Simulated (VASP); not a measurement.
Input of a VASP 6.6.1 run:

File INCAR:

```
  ALGO = Normal
  EDIFF = 1E-6
  ENCUT = 520
  GGA = PE
  ISIF = 2
  ISMEAR = 0
  LASPH = True
  LCHARG = False
  LREAL = False
  LWAVE = False
  NBANDS = 24
  NELM = 60
  PREC = Accurate
  SIGMA = 0.1
```

The input KPOINTS:

```
k-points
0
Gamma
  6 6 2
```

Contents of POSCAR:

```
SbAs2
1.0
    5.3855899357      0.0000000000      0.0000000000
   -2.6927949678      4.6640576986      0.0000000000
    0.0000000000      0.0000000000      9.5720763973
Sb As
2 4
Direct
    0.3333333333      0.6666666667      0.0000000000
    0.6666666667      0.3333333333      0.0000000000
    0.0000000000      0.0000000000      0.5000000000
    0.0000000000      0.0000000000      0.2591475371
    0.0000000000      0.0000000000      0.7408524629
    0.0000000000      0.0000000000      0.0000000000
```

Potentials or basis: VASP PAW PBE potentials, release 64 (Sb, As).

Launch:

```console
$ cat potpaw_PBE.64/Sb/POTCAR potpaw_PBE.64/As/POTCAR > POTCAR
$ mpirun -np 1 vasp_std > vasp.out
```

Estimate the largest force.

0.008 eV/Å.

What does it give for the band gap on the k mesh?

Zero (band 15 reaches 2.08 eV, above the bottom of band 16 at 0.83 eV).

Forces on the atoms (eV/Å):
```
Sb   0.000  0.000  0.000
Sb   0.000  0.000  0.000
As   0.000  0.000  0.000
As   0.000  0.000 -0.008
As   0.000  0.000  0.008
As   0.000  0.000  0.000
```

Caveat: spin-orbit coupling is left out, which moves the levels of the heavy elements.
